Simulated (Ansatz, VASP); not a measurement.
Two plane-wave programs on Zr2Si3

```
Zr Si
1.0
     4.86909    0.00000    0.00000
     0.00000    4.86909    0.00000
     0.00000    0.00000    4.86909
Zr Si
2 3
Direct
  0.00000 0.00000 0.00000
  0.50000 0.50000 0.50000
  0.50000 0.00000 0.00000
  0.00000 0.50000 0.00000
  0.00000 0.00000 0.50000
```

Alike in both runs: functional PBE; k mesh 8 × 8 × 8; occupations gaussian, width 0.1 eV; collinear spin.

Ansatz relaxed the structure, and its values are those at the end. VASP's run is a single point on that final structure, the one shown.

|  | VASP | Ansatz |
| --- | --- | --- |
| version | VASP 6.6.1 | Ansatz 0.2.0 |
| potentials or method | VASP PAW PBE potentials, release 64 (Zr_sv, Si), cutoff 520 eV | scalar-relativistic, plane waves, PAW |
| valence electrons in the cell | 36 | 36 |

VASP gave:

```
gap on the k mesh at the Fermi level (eV)                     : none
pressure (GPa)                                                : 0.0
net moment per atom (μB)                                      : 0.10
size of the moment on the site where the two differ most (μB) : 0.31
```

Which values does Ansatz return?

gap on the k mesh at the Fermi level (eV): none; pressure (GPa): 0.0; net moment per atom (μB): 0.10; size of the moment on the site where the two differ most (μB): 0.36.

Site moments also hang on the region over which each program counts them. A gap of «none» marks a metal or a gap that the smearing closes. With one functional, cell and mesh, what is left measures potentials, basis and numerics.
